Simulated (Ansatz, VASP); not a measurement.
## One calculation of InO, two programs

The input INCAR:

```
SYSTEM = InO
ALGO = Normal
EDIFF = 1E-6
ENCUT = 520
GGA = CA
ISIF = 2
ISMEAR = -1
LASPH = .True.
LCHARG = .False.
LREAL = .False.
LWAVE = .False.
NBANDS = 16
NELM = 60
PREC = Accurate
SIGMA = 0.05
```

File KPOINTS:

```
k-points
0
Gamma
  9 9 1
  0 0 0
```

File POSCAR:

```
InO
1.0
    3.5514100000      0.0000000000      0.0000000000
   -1.7757000000      3.0756100000      0.0000000000
    0.0000000000      0.0000000000     25.9136200000
In O
1 1
Direct
    0.0000000000      0.0000000000      0.3201900000
    0.6666700000      0.3333300000      0.2972500000
```

File input.yaml:

```yaml
crystal:
  lattice:
    - [3.55141, 0.0, 0.0]
    - [-1.7757, 3.07561, 0.0]
    - [0.0, 0.0, 25.91362]
  atoms:
    - { symbol: In, position: [0.0, 0.0, 0.32019] }
    - { symbol: O, position: [0.66667, 0.33333, 0.29725] }
kpoints:
  mp_grid: { grid: [9, 9, 1] }
scf:
  occupations: { method: fermi_dirac, width: 0.05 }
hamiltonian:
  xc: lda
  pseudopotentials: { kind: all_electron, lapw: { basis_error: 0.002 } }
output:
  forces: true
  stress: true
  eigenvalues: true
```

Alike in both runs: task single point; functional LDA; k mesh 9 × 9 × 1; occupations fermi-dirac, width 0.05 eV; no spin polarisation.

|  | VASP | Ansatz |
| --- | --- | --- |
| version | VASP 6.6.1 | Ansatz 0.2.0 |
| potentials or method | VASP PAW LDA potentials, release 64 (In_d, O), cutoff 520 eV | all-electron LAPW, scalar-relativistic |

Ansatz gave:

| Item | Value |
| --- | --- |
| gap on the k mesh at the Fermi level (eV) | none |
| rms of the force components (eV/Å) | 0.248 |

Task: What did VASP give for the same quantities?

Result: gap on the k mesh at the Fermi level (eV): none; rms of the force components (eV/Å): 0.232.

LDA's correlation is that of Perdew and Zunger in VASP and of Perdew and Wang (1992) in Ansatz. Atom by atom the forces differ by 0.017 eV/Å (rms over components). A gap of «none» marks a metal or a gap that the smearing closes. Ansatz ran all-electron here, and VASP with PAW potentials.
